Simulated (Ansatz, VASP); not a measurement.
# SiC3: VASP beside Ansatz

```
C Si
1.0
     1.41543    0.81720    4.67007
    -1.41543    0.81720    4.67007
     0.00000   -1.63440    4.67007
C Si
3 1
Direct
  0.00824 0.00824 0.00824
  0.48896 0.48896 0.48896
  0.37917 0.37917 0.37917
  0.87363 0.87363 0.87363
```

Alike in both runs: task single point; functional HSE06; k mesh 6 × 6 × 6; no spin polarisation.

|  | VASP | Ansatz |
| --- | --- | --- |
| version | VASP 6.6.1 | Ansatz 0.2.0 |
| potentials or method | VASP PAW PBE potentials, release 64 (C, Si) | plane waves, PAW |
| plane-wave cutoff (eV) | 520 | 420 |
| occupations | gaussian, width 0.01 eV | fixed |
| valence electrons in the cell | 16 | 16 |

```tsv
	VASP	Ansatz	Ansatz less VASP
gap on the k mesh at the Fermi level (eV)	2.52	2.52	+0.002
pressure (GPa)	-3.5	-3.2	+0.22
traceless stress, the component that is largest in VASP (GPa)	0.37	0.41	+0.040
rms of the force components (eV/Å)	0.096	0.110	+0.0138
```

Atom by atom the forces differ by 0.026 eV/Å (rms over components). Ansatz's warnings: stress exchange threshold loose, stress scf threshold loose.

The k mesh is coarse, so the values compare programs but aren't converged.
